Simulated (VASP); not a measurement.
Wanted: the native input for a VASP 6.6.1 run.

| Item | Value |
| --- | --- |
| Task | single point |
| Functional | PBEsol |
| Potentials or basis | VASP PAW PBE potentials, release 64 (Li_sv) |
| Cutoff | 750 eV |
| k mesh | 16 × 16 × 16 |
| Occupations | gaussian, width 0.1 eV |
| Spin | no spin polarisation |
| Dipole correction | no |
| Further INCAR settings | ALGO = Normal; EDIFF = 1e-06; NBANDS = 10 |

The structure of Li lies in POSCAR:

```
Li
1.0
    3.5343909747      0.0000000000      0.0000000000
    0.0000000000      3.5343909747      0.0000000000
    0.0000000000      0.0000000000      3.2951289734
Li
2
Direct
    0.0000000000      0.0000000000      0.0000000000
    0.5000000000      0.5000000000      0.5000000000
```

This cell differs from its parent crystal: biaxial strain in the a-b plane: +3.0 %, then relaxed in part.

The input as run:

INCAR

```
ALGO = Normal
EDIFF = 1E-6
ENCUT = 750
GGA = PS
GGA_COMPAT = F
ISIF = 2
ISMEAR = 0
LASPH = T
LCHARG = F
LREAL = F
LWAVE = F
NBANDS = 10
NELM = 120
PREC = Accurate
SIGMA = 0.1
```

KPOINTS

```
k-points
0
Gamma
  16 16 16
```

Potentials or basis: VASP PAW PBE potentials, release 64 (Li_sv).

Command:

```bash
$ cat potpaw_PBE.64/Li_sv/POTCAR > POTCAR
$ mpirun -np 1 vasp_std > vasp.out
```

It gave:

| Property | Result |
| --- | --- |
| Pressure | -0.3 GPa |
| Band gap on the k mesh | zero (bands 3 and 4 overlap by 4.47 eV) |

Caveat: the cell differs from its parent crystal (biaxial strain in the a-b plane: +3.0 %, then relaxed in part); the PAW data sets were made with another functional, which shifts forces and pressure a little.

Wall time 2.3 min on 1 thread of Intel Xeon 8259CL (shared host), peak memory 0.33 GiB.
